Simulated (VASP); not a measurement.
# CO2 (P4_2/mnm) in VASP: single point with LDA

Aim: the single point of CO2 with LDA.

All numbers are computed with VASP 6.6.1; they aren't measurements. Logs are shortened: lines on timing, memory, paths and dates and some standing lists are left out, and cuts for length are marked.

## Step 1: The cell of the first run

The structure is tetragonal, space group P4_2/mnm (No. 136). Conventional cell: a = 3.516 Å, b = 3.516 Å, c = 4.104 Å, α = 90.00°, β = 90.00°, γ = 90.00°. Within 1.5 Å of C (site symmetry mmm) lie 2 O at 1.14 Å. Within 1.5 Å of O (site symmetry m2m) lie 1 C at 1.14 Å.

## Step 2: Single point, LDA

INCAR reads:

```
SYSTEM = CO2
ALGO     = Normal         ! electronic algorithm
EDIFF    = 1E-6           ! SCF threshold, eV
ENCUT    = 520            ! plane-wave cutoff, eV
ISIF     = 2              ! what is computed and relaxed
ISMEAR   = 0              ! smearing method
LASPH    = .TRUE.         ! aspherical terms in the spheres
LCHARG   = .FALSE.        ! write CHGCAR
LREAL    = .FALSE.        ! projectors in reciprocal space
LWAVE    = .FALSE.        ! write WAVECAR
NBANDS   = 25             ! bands
NELM     = 60             ! most SCF steps
PREC     = Accurate       ! precision mode
SIGMA    = 0.01           ! smearing width, eV
```

KPOINTS reads:

```
k-points
0
G
  5 5 4
  0 0 0
```

POSCAR reads:

```
CO2
1.0
    3.5161000000      0.0000000000      0.0000000000
    0.0000000000      3.5161000000      0.0000000000
    0.0000000000      0.0000000000      4.1043000000
C O
2 4
Direct
    0.0000000000      0.0000000000      0.0000000000
    0.5000000000      0.5000000000      0.5000000000
    0.2300000000      0.2300000000      0.0000000000
    0.2700000000      0.7300000000      0.5000000000
    0.7700000000      0.7700000000      0.0000000000
    0.7300000000      0.2700000000      0.5000000000
```

Potentials or basis: VASP PAW LDA potentials, release 64 (C, O).

Command:

```console
> cat potpaw_LDA.64/C/POTCAR potpaw_LDA.64/O/POTCAR > POTCAR
> mpirun -np 1 vasp_std > vasp.out
```

OUTCAR:

```text
SYSTEM = CO2
   EDIFF = 1E-6
   ENCUT = 520
   ISIF = 2
   ISMEAR = 0
   LASPH = .TRUE.
   LREAL = .FALSE.
   NELM = 60
   PREC = Accurate

 ion  position               nearest neighbor table
   1  0.000  0.000  0.000-   3 1.14   5 1.14
   2  0.500  0.500  0.500-   4 1.14   6 1.14
   3  0.230  0.230  0.000-   1 1.14
   4  0.270  0.730  0.500-   2 1.14
   5  0.770  0.770  0.000-   1 1.14
   6  0.730  0.270  0.500-   2 1.14

  LATTYP: Found a simple tetragonal cell.
 ALAT       =     3.5161000000
 C/A-ratio  =     1.1672876198

  Lattice vectors:

 A1 = (   3.5161000000,   0.0000000000,   0.0000000000)
 A2 = (   0.0000000000,   3.5161000000,   0.0000000000)
 A3 = (   0.0000000000,   0.0000000000,   4.1043000000)

Analysis of symmetry for initial positions (statically):
=====================================================================
 Subroutine PRICEL returns:
 Original cell was already a primitive cell.

 Routine SETGRP: Setting up the symmetry group for a
 simple tetragonal supercell.

 Subroutine GETGRP returns: Found 16 space group operations
 (whereof  8 operations were pure point group operations)
 out of a pool of 16 trial point group operations.

The static configuration has the point symmetry D_2h.
 The point group associated with its full space group is D_4h.

Analysis of symmetry for dynamics (positions and initial velocities):
=====================================================================
 Subroutine PRICEL returns:
 Original cell was already a primitive cell.

 Routine SETGRP: Setting up the symmetry group for a
 simple tetragonal supercell.

 Subroutine GETGRP returns: Found 16 space group operations
 (whereof  8 operations were pure point group operations)
 out of a pool of 16 trial point group operations.

The dynamic configuration has the point symmetry D_2h.
 The point group associated with its full space group is D_4h.

 Subroutine INISYM returns: Found 16 space group operations
 (whereof  8 operations are pure point group operations),
 and found     1 'primitive' translations

----------------------------------------------------------------------------------------

                                     Primitive cell

  volume of cell :      50.7413

  direct lattice vectors                    reciprocal lattice vectors
     3.516100000  0.000000000  0.000000000     0.284406018  0.000000000  0.000000000
     0.000000000  3.516100000  0.000000000     0.000000000  0.284406018  0.000000000
     0.000000000  0.000000000  4.104300000     0.000000000  0.000000000  0.243646907

  length of vectors
     3.516100000  3.516100000  4.104300000     0.284406018  0.284406018  0.243646907

  position of ions in fractional coordinates (direct lattice)
     0.000000000  0.000000000  0.000000000
     0.500000000  0.500000000  0.500000000
     0.230000000  0.230000000  0.000000000
     0.270000000  0.730000000  0.500000000
     0.770000000  0.770000000  0.000000000
     0.730000000  0.270000000  0.500000000

  ion indices of the primitive-cell ions
   primitive index   ion index
                 1           1
                 2           2
                 3           3
                 4           4
                 5           5
                 6           6

----------------------------------------------------------------------------------------

 KPOINTS: k-points

Automatic generation of k-mesh.
 Grid dimensions read from file:
 generate k-points for:    5    5    4

 Generating k-lattice:

  Cartesian coordinates                     Fractional coordinates (reciprocal lattice)
     0.056881204  0.000000000  0.000000000     0.200000000  0.000000000  0.000000000
     0.000000000  0.056881204  0.000000000     0.000000000  0.200000000  0.000000000
     0.000000000  0.000000000  0.060911727     0.000000000  0.000000000  0.250000000

  Length of vectors
     0.056881204  0.056881204  0.060911727

  Shift w.r.t. Gamma in fractional coordinates (k-lattice)
     0.000000000  0.000000000  0.000000000

 Subroutine IBZKPT returns following result:
 ===========================================

 Found     18 irreducible k-points:

 Following reciprocal coordinates:
            Coordinates               Weight
  0.000000  0.000000  0.000000      1.000000
  0.200000  0.000000  0.000000      4.000000
  0.400000  0.000000  0.000000      4.000000
  0.200000  0.200000  0.000000      4.000000
  0.400000  0.200000  0.000000      8.000000
  0.400000  0.400000  0.000000      4.000000
[... 10 lines left out ...]
  0.400000  0.200000  0.500000      8.000000
  0.400000  0.400000  0.500000      4.000000
   k-points           NKPTS =     18   k-points in BZ     NKDIM =     18   number of bands    NBANDS=     25
   number of dos      NEDOS =    301   number of ions     NIONS =      6
   total plane-waves  NPLWV =  25088
   dimension x,y,z NGX =    28 NGY =   28 NGZ =   32
   dimension x,y,z NGXF=    56 NGYF=   56 NGZF=   64
   ions per type =               2   4
   NGX,Y,Z   is equivalent  to a cutoff of  13.24, 13.24, 12.96 a.u.
   NGXF,Y,Z  is equivalent  to a cutoff of  26.48, 26.48, 25.92 a.u.
 SYSTEM =  CO2
   PREC   = accura    normal or accurate (medium, high low for compatibility)
   ISTART =      0    job   : 0-new  1-cont  2-samecut
   ICHARG =      2    charge: 1-file 2-atom 10-const
   ISPIN  =      1    spin polarized calculation?
   LNONCOLLINEAR =      F non collinear calculations
   LSORBIT =      F    spin-orbit coupling
   LASPH  =      T    aspherical Exc in radial PAW
   ENCUT  =  520.0 eV  38.22 Ry    6.18 a.u.   6.54  6.54  7.63*2*pi/ulx,y,z
   NELM   =     60;   NELMIN=  2; NELMDL= -5     # of ELM steps
   EDIFF  = 0.1E-05   stopping-criterion for ELM
   LREAL  =      F    real-space projection
   EDIFFG = 0.1E-04   stopping-criterion for IOM
   NSW    =      0    number of steps for IOM
   IBRION =     -1    ionic relax: 0-MD 1-quasi-New 2-CG
   NFREE  =      0    steps in history (QN), initial steepest desc. (CG)
   ISIF   =      2    stress and relaxation
   ISYM   =      2    0-nonsym 1-usesym 2-fastsym
   POTIM  = 0.5000    time-step for ionic-motion
   TEBEG  =    0.0;   TEEND  =   0.0 temperature during run
   PSTRESS=    0.0 pullay stress
   NELECT =      32.0000    total number of electrons
   NUPDOWN=      -1.0000    fix difference up-down
   EMIN   =  10.00;   EMAX   =-10.00  energy-range for DOS
   EFERMI =   0.00;   METHOD = LEGACY
   ISMEAR =     0;   SIGMA  =   0.01  broadening in eV -4-tet -1-fermi 0-gaus
   EFERMI_NEDOS =   21; number of points for ismear=-14 and -15
   IALGO  =     38    algorithm
   IMIX   =      4    mixing-type and parameters
     AMIX     =   0.40;   BMIX     =  1.00
     AMIX_MAG =   1.60;   BMIX_MAG =  1.00
  volume/ion in A,a.u.               =       8.46        57.07
  Fermi-wavevector in a.u.,A,eV,Ry     =   1.403905  2.652995 26.816383  1.970949
  Thomas-Fermi vector in A             =   2.526520
   LORBIT       =      0    0 simple, 1 ext, 2 COOP (PROOUT), +10 PAW based schemes
   GGA     = CA    functional components
   LHFCALC =     F    Hartree Fock is set to
   AEXX    =    0.0000 exact exchange contribution
   IVDW    =     0    specifies the selected vdW correction
   LEPSILON=     F    determine dielectric tensor
   LRPA    =     F    only Hartree local field effects (RPA)
 non-spin polarized calculation
 Gauss-broadening in eV      SIGMA  =   0.01
  energy-cutoff  :      520.00
  volume of cell :       50.74
 maximum number of plane-waves:      1395
 NGX is ok and might be reduce to    28
   NGX = 13   NGY = 13   NGZ = 15

 number of electron      32.0000018 magnetization

 Free energy of the ion-electron system (eV)
  ---------------------------------------------------
  ext. energy  EPLUGINS =         0.00000000
  ---------------------------------------------------
  free energy    TOTEN  =       -48.85798795 eV

  energy without entropy =      -48.85798795  energy(sigma->0) =      -48.85798795

 E-fermi :   1.2066     XC(G=0): -11.4481

 val. band max:        1.0735790946   @ k =   0.4000   0.4000   0.0000
 cond. band min:       6.9508033235   @ k =   0.0000   0.0000   0.0000
 fundamental gap:      5.8772242289
 Fermi energy:         1.2066299938

 k-point     1 :       0.0000    0.0000    0.0000
  band No.  band energies     occupation
      1     -21.4462      2.00000
      2     -20.0864      2.00000
      3     -19.3003      2.00000
      4     -19.3003      2.00000
      5      -6.4592      2.00000
      6      -6.0493      2.00000
[... 17 lines left out ...]
     24      17.9108      0.00000
     25      18.3635      0.00000

 k-point     2 :       0.2000    0.0000    0.0000
  band No.  band energies     occupation
      1     -21.2899      2.00000
      2     -20.1236      2.00000
      3     -19.3931      2.00000
      4     -19.3265      2.00000
      5      -6.1626      2.00000
      6      -5.8881      2.00000
[... 17 lines left out ...]
     24      17.8194      0.00000
     25      18.4038      0.00000

 k-point     3 :       0.4000    0.0000    0.0000
  band No.  band energies     occupation
      1     -20.8761      2.00000
      2     -20.3903      2.00000
      3     -19.4660      2.00000
      4     -19.3988      2.00000
      5      -5.4871      2.00000
      6      -5.4152      2.00000
[... 17 lines left out ...]
     24      17.5295      0.00000
     25      18.6424      0.00000

 k-point     4 :       0.2000    0.2000    0.0000
  band No.  band energies     occupation
      1     -21.1421      2.00000
      2     -20.1322      2.00000
      3     -19.4604      2.00000
      4     -19.3852      2.00000
      5      -5.9303      2.00000
      6      -5.8822      2.00000
[... 17 lines left out ...]
     24      17.7886      0.00000
     25      18.3819      0.00000

 k-point     5 :       0.4000    0.2000    0.0000
  band No.  band energies     occupation
      1     -20.7574      2.00000
      2     -20.3238      2.00000
      3     -19.5447      2.00000
      4     -19.4735      2.00000
      5      -5.8872      2.00000
      6      -5.5193      2.00000
[... 17 lines left out ...]
     24      17.3460      0.00000
     25      18.2995      0.00000

 k-point     6 :       0.4000    0.4000    0.0000
  band No.  band energies     occupation
      1     -20.4648      2.00000
      2     -20.2459      2.00000
      3     -19.7060      2.00000
      4     -19.6320      2.00000
      5      -6.0249      2.00000
      6      -5.6923      2.00000
[... 17 lines left out ...]
     24      17.0527      0.00000
     25      17.4178      0.00000
[... 225 lines left out ...]
 k-point    15 :       0.4000    0.0000    0.5000
  band No.  band energies     occupation
      1     -20.5225      2.00000
      2     -20.5225      2.00000
      3     -19.5504      2.00000
      4     -19.5504      2.00000
      5      -6.5835      2.00000
      6      -6.5835      2.00000
[... 17 lines left out ...]
     24      18.0351      0.00000
     25      18.7564      0.00000

 k-point    16 :       0.2000    0.2000    0.5000
  band No.  band energies     occupation
      1     -20.6285      2.00000
      2     -20.6206      2.00000
      3     -19.4500      2.00000
      4     -19.4437      2.00000
      5      -6.8401      2.00000
      6      -6.0548      2.00000
[... 17 lines left out ...]
     24      18.2788      0.00000
     25      18.5521      0.00000

 k-point    17 :       0.4000    0.2000    0.5000
  band No.  band energies     occupation
      1     -20.4527      2.00000
      2     -20.4461      2.00000
      3     -19.5956      2.00000
      4     -19.5900      2.00000
      5      -6.9387      2.00000
      6      -6.5105      2.00000
[... 17 lines left out ...]
     24      17.4144      0.00000
     25      18.2150      0.00000

 k-point    18 :       0.4000    0.4000    0.5000
  band No.  band energies     occupation
      1     -20.3074      2.00000
      2     -20.3018      2.00000
      3     -19.6911      2.00000
      4     -19.6858      2.00000
      5      -7.0210      2.00000
      6      -6.6848      2.00000
[... 17 lines left out ...]
     24      16.1957      0.00000
     25      18.0307      0.00000

------------------------ aborting loop because EDIFF is reached ----------------------------------------

  FORCE on cell =-STRESS in cart. coord.  units (eV):
  Direction    XX          YY          ZZ          XY          YZ          ZX
  --------------------------------------------------------------------------------------
  -------------------------------------------------------------------------------------
  Total       10.5452632     10.5452632      5.0591392      0.0000000      0.0000000      0.0000000
  in kB      332.9710467    332.9710467    159.7444117      0.0000000      0.0000000      0.0000000
  external PRESSURE =     275.2288350 kB  Pullay stress =       0.0000000 kB

 VOLUME and BASIS-vectors are now :
 -----------------------------------------------------------------------------
  energy-cutoff  :      520.00
  volume of cell :       50.74
      direct lattice vectors                 reciprocal lattice vectors
     3.516100000  0.000000000  0.000000000     0.284406018  0.000000000  0.000000000
     0.000000000  3.516100000  0.000000000     0.000000000  0.284406018  0.000000000
     0.000000000  0.000000000  4.104300000     0.000000000  0.000000000  0.243646907

 POSITION                                       TOTAL-FORCE (eV/Angst)
 -----------------------------------------------------------------------------------
      0.00000      0.00000      0.00000        -0.000000      0.000000     -0.000000
      1.75805      1.75805      2.05215        -0.000000      0.000000     -0.000000
      0.80870      0.80870      0.00000         1.480974      1.480974     -0.000000
      0.94935      2.56675      2.05215        -1.480974      1.480974     -0.000000
      2.70740      2.70740      0.00000        -1.480974     -1.480974      0.000000
      2.56675      0.94935      2.05215         1.480974     -1.480974     -0.000000
 -----------------------------------------------------------------------------------
    total drift:                                0.000000     -0.000000      0.000000

  FREE ENERGIE OF THE ION-ELECTRON SYSTEM (eV)
  ---------------------------------------------------
  free  energy   TOTEN  =       -48.8579879473 eV

  energy  without entropy=      -48.8579879473  energy(sigma->0) =      -48.85798795
```

Run time: 24 s. Hardware: 1 thread of Intel Xeon 8259CL, shared host; peak memory 0.15 GiB.

What came out:

```yaml
Free_energy: -48.8580 eV
Pressure: 27.5 GPa
Largest_force: 2.094 eV/Å
Band_gap_on_the_k_mesh: 5.88 eV (least direct gap 6.68 eV)
```

Forces in eV/Å, atoms in the order of the input:
```
C    0.000  0.000  0.000
C    0.000  0.000  0.000
O    1.481  1.481  0.000
O   -1.481  1.481  0.000
O   -1.481 -1.481  0.000
O    1.481 -1.481  0.000
```

Stress tensor (GPa, compression positive):
```
33.30  0.00  0.00
 0.00 33.30  0.00
 0.00  0.00 15.97
```

Caveat: the cell stands under pressure; an odd mesh through Γ misses points on the zone boundary, where band edges can lie; forces of over 1 eV/Å act on the atoms, so gaps and moduli don't describe the material at rest.
